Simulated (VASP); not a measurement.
Runs of VASP 6.6.1 on Ag. The structure is that of space group Fm-3m (No. 225), or close to it. The cells are those of the table. 

```csv
task,cell,cutoff (eV),smearing,gap on the mesh (eV),pressure (GPa),relaxed volume (Å³/atom)
single point,"a = 2.830 Å, angles 60.0°, 1 atom",520,fermi-dirac 0.15 eV,none,0.1,-
single point,"a = 2.830 Å, angles 60.0°, 1 atom",520,gaussian 0.1 eV,none,0.1,-
relaxation of cell and atoms,"relaxed from a = 2.835 Å, angles 60.0°, 1 atom",600,gaussian 0.1 eV,none,0.0,16.03
relaxation of cell and atoms,"relaxed from a = 2.830 Å, angles 60.0°, 1 atom",600,fermi-dirac 0.15 eV,none,0.0,(a)
```

Alike in all rows: level LDA; potentials or basis VASP PAW LDA potentials, release 64 (Ag); no spin polarisation; k mesh 16 × 16 × 16.

**Question.** Fill in the values left out.

**Answer.** (a) 16.04.

A k mesh can miss the band edges, and the runs leave out spin-orbit coupling on Ag.

A gap of «none» marks levels without a gap at the run's occupations.
